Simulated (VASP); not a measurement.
Write the native input for VASP 6.6.1 that does the following.

```yaml
Task: relaxation of cell and atoms
Functional: r2SCAN
Potentials_or_basis: VASP PAW PBE potentials, release 64 (Si, C)
Cutoff: 600 eV
k_mesh: 12 × 12 × 6
Occupations: gaussian, width 0.02 eV
Spin: no spin polarisation
Dipole_correction: no
Further_INCAR_settings: ALGO = Normal; EDIFF = 1e-06; IBRION = 2; EDIFFG = -0.005; NSW = 100; ISIF = 3
```

Crystal: SiC.

```xyz
4
Lattice="3.0751 0.0000 0.0000 -1.5375 2.6631 0.0000 0.0000 0.0000 5.0456" Properties=species:S:1:pos:R:3 pbc="T T T"
Si    0.0000    1.7754    0.0230
Si    1.5375    0.8877    2.5458
C     0.0000    1.7754    1.9196
C     1.5375    0.8877    4.4424
```

One way to write it, as run:

POSCAR

```
SiC
1.0
    3.0750672289      0.0000000000      0.0000000000
   -1.5375336144      2.6630863386      0.0000000000
    0.0000000000      0.0000000000      5.0456002619
Si C
2 2
Direct
    0.3333333333      0.6666666667      0.0045511370
    0.6666666667      0.3333333333      0.5045511370
    0.3333333333      0.6666666667      0.3804488630
    0.6666666667      0.3333333333      0.8804488630
```

INCAR.step1

```
ALGO = Normal
EDIFF = 1E-4
ENCUT = 600
GGA = PE
ISMEAR = 0
LASPH = True
LCHARG = False
LREAL = False
LWAVE = True
NELM = 80
PREC = Accurate
SIGMA = 0.02
```

INCAR.step2

```
ALGO = Normal
EDIFF = 1E-6
EDIFFG = -0.005
ENCUT = 600
IBRION = 2
ISIF = 3
ISMEAR = 0
ISTART = 1
LASPH = True
LCHARG = False
LMIXTAU = True
LREAL = False
LWAVE = False
METAGGA = R2SCAN
NELM = 80
NSW = 100
PREC = Accurate
SIGMA = 0.02
```

KPOINTS

```
k-points
0
Gamma
  12 12 6
```

Potentials or basis: VASP PAW PBE potentials, release 64 (Si, C).

Run with:

```console
$ cat potpaw_PBE.64/Si/POTCAR potpaw_PBE.64/C/POTCAR > POTCAR
$ cp INCAR.step1 INCAR
$ mpirun -np 1 vasp_std > vasp.out
$ cp INCAR.step2 INCAR
$ mpirun -np 1 vasp_std > vasp.out
```

It gave:

The relaxed volume is 10.32 Å³/atom, the relaxed cell is a = 3.074 Å, b = 3.074 Å, c = 5.045 Å, α = 90.00°, β = 90.00°, γ = 120.00° and the space group after relaxing (to 0.05 Å) is P6_3mc (No. 186). The energy gained by relaxing is 0.0 meV/atom. The ionic steps are 3. The pressure after relaxing is 0.0 GPa. The largest force after relaxing is 0.004 eV/Å. The band gap on the k mesh is 2.66 eV, indirect (least direct gap 4.49 eV).

Caveat: the PAW data sets were made with another functional, which shifts forces and pressure a little.

Wall time 3.8 min on 1 thread of Intel Xeon 6975P-C, on a shared host, peak memory 0.2 GiB.
